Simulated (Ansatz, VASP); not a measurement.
Al2O3: VASP beside Ansatz

```xyz
10
Lattice="2.4986 1.4425 4.3316 -2.4986 1.4425 4.3316 0.0000 -2.8851 4.3316" Properties=species:S:1:pos:R:3 pbc="T T T"
Al    0.0000    0.0000   11.0706
Al    0.0000    0.0000    8.4218
Al    0.0000    0.0000    1.9243
Al    0.0000    0.0000    4.5731
O    -0.9675   -1.4425    5.4145
O     1.7330   -0.1166    5.4145
O    -0.7655    1.5592    5.4145
O     0.9675    1.4425    7.5804
O    -1.7330    0.1166    7.5804
O     0.7655   -1.5592    7.5804
```

Change from the starting cell: strain +0.050 along x and y, +0.000 along z, atoms carried along.

Alike in both runs: task single point; functional r2SCAN; k mesh 6 × 6 × 6; occupations gaussian, width 0.05 eV; no spin polarisation.

|  | VASP | Ansatz |
| --- | --- | --- |
| version | VASP 6.6.1 | Ansatz 0.2.0 |
| potentials or method | VASP PAW PBE potentials, release 64 (Al, O), cutoff 520 eV | scalar-relativistic, plane waves, PAW |
| valence electrons in the cell | 48 | 48 |

VASP gave:

- gap on the k mesh at the Fermi level (eV): 5.55
- least direct gap on the mesh (eV): 5.55
- pressure (GPa): -21.6
- traceless stress, the component that is largest in VASP (GPa): 13.07
- rms of the force components (eV/Å): 0.157

Question: Estimate Ansatz's values.

Answer: gap on the k mesh at the Fermi level (eV): 5.54; least direct gap on the mesh (eV): 5.54; pressure (GPa): -21.0; traceless stress, the component that is largest in VASP (GPa): 13.06; rms of the force components (eV/Å): 0.157.

VASP's potentials were made for PBE, not for r2SCAN. Atom by atom the forces differ by 0.005 eV/Å (rms over components).
